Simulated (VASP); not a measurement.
Here is a VASP 6.6.1 calculation.

INCAR

```
SYSTEM = BaTiO3
  PREC = Accurate
  ENCUT = 520
  EDIFF = 1E-7
  ISMEAR = 0
  SIGMA = 0.02
  LREAL = .False.
  LASPH = .True.
  NELM = 60
  ALGO = Normal
  ISIF = 2
  LWAVE = .False.
  LCHARG = .False.
  GGA = PE
  NBANDS = 28
```

Contents of KPOINTS:

```
Automatic mesh
0
Gamma
  8 8 8
  0 0 0
```

File POSCAR:

```
BaTiO3
1.0
    3.9877958523      0.0000000000      0.0000000000
    0.0000000000      3.9877958523      0.0000000000
    0.0000000000      0.0000000000      3.9877958523
Ba Ti O
1 1 3
Direct
    0.5000000000      0.5000000000      0.5000000000
    0.0000000000      0.0000000000      0.0000000000
    0.5000000000      0.0000000000      0.0000000000
    0.0000000000      0.5000000000      0.0000000000
    0.0000000000      0.0000000000      0.5000000000
```

Potentials or basis: VASP PAW PBE potentials, release 64 (Ba_sv, Ti_sv, O).

The run is started by

```bash
$ cat potpaw_PBE.64/Ba_sv/POTCAR potpaw_PBE.64/Ti_sv/POTCAR potpaw_PBE.64/O/POTCAR > POTCAR
$ mpirun -np 1 vasp_std > vasp.out
```

Problem. Estimate the pressure.

Solution. 5.9 GPa.

Problem. Predict the band gap on the k mesh.

Solution. 1.77 eV, indirect (least direct gap 1.90 eV).

Caveat: spin-orbit coupling is left out, which moves the levels of the heavy elements. A k mesh can miss the band edges.
